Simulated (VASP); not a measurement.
A run of VASP 6.6.1 is set up as follows.

The input INCAR:

```
  PREC = Accurate
  ENCUT = 520
  EDIFF = 1E-6
  ISMEAR = 0
  SIGMA = 0.1
  LREAL = F
  LASPH = T
  NELM = 100
  ALGO = Normal
  ISIF = 2
  LWAVE = F
  LCHARG = T
  GGA = PE
  LELF = T
  LVHAR = T
  NBANDS = 26
```

Contents of KPOINTS:

```
regular mesh
0
Gamma
  4 4 6
```

Contents of POSCAR:

```
MgS
1.0
    6.5783118100      0.0000000000      0.0000000000
    0.0000000000      6.5783118100      0.0000000000
    0.0000000000      0.0000000000      3.5911843500
Mg S
4 4
Direct
    0.6692432600      0.6692432600      0.5000000000
    0.1692432600      0.8307567400      0.2500000000
    0.3307567400      0.3307567400      0.0000000000
    0.8307567400      0.1692432600      0.7500000000
    0.8307567400      0.8307567400      0.0000000000
    0.3307567400      0.6692432600      0.7500000000
    0.1692432600      0.1692432600      0.5000000000
    0.6692432600      0.3307567400      0.2500000000
```

Potentials or basis: VASP PAW PBE potentials, release 64 (Mg, S).

The run is started by

```sh
$ cat potpaw_PBE.64/Mg/POTCAR potpaw_PBE.64/S/POTCAR > POTCAR
$ mpirun -np 1 vasp_std > vasp.out
```

(1) Predict the band gap on the k mesh.

(2) Estimate the pressure.

(3) Estimate the largest force.

Results:

(1) 3.40 eV, indirect (least direct gap 3.45 eV).

(2) 10.6 GPa.

(3) 0.425 eV/Å.
